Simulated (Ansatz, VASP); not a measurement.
**Cu4H: VASP beside Ansatz**

```
CELL_PARAMETERS angstrom
-2.45707 2.45707 2.45707
2.45707 -2.45707 2.45707
2.45707 2.45707 -2.45707
ATOMIC_POSITIONS crystal
Cu 0.00000 0.00000 0.50000
Cu 0.50000 0.00000 0.00000
Cu 0.00000 0.50000 0.00000
Cu 0.50000 0.50000 0.50000
H 0.00000 0.00000 0.00000
```

Change from the starting cell: species swapped into the Hg4Pt type (Im-3m, No. 229).

Alike in both runs: task single point; functional PBE; k mesh 6 × 6 × 6; occupations gaussian, width 0.1 eV; no spin polarisation.

```csv
,VASP,Ansatz
version,VASP 6.6.1,Ansatz 0.2.0
potentials or method,"VASP PAW PBE potentials, release 64 (Cu, H), cutoff 520 eV","scalar-relativistic, plane waves, PAW"
valence electrons in the cell,45,77
```

Ansatz gave:

| Item | Value |
| --- | --- |
| gap on the k mesh at the Fermi level (eV) | none |
| pressure (GPa) | -4.1 |

Task: What did VASP give for the same quantities?

Result: gap on the k mesh at the Fermi level (eV): none; pressure (GPa): -4.2.

A gap of «none» marks a metal or a gap that the smearing closes. The functional is the same, so the differences come from potentials, cutoffs and numerics. VASP's potentials hold 45 valence electrons a cell and Ansatz's 77, so a difference there can come from the potentials and not from the codes.
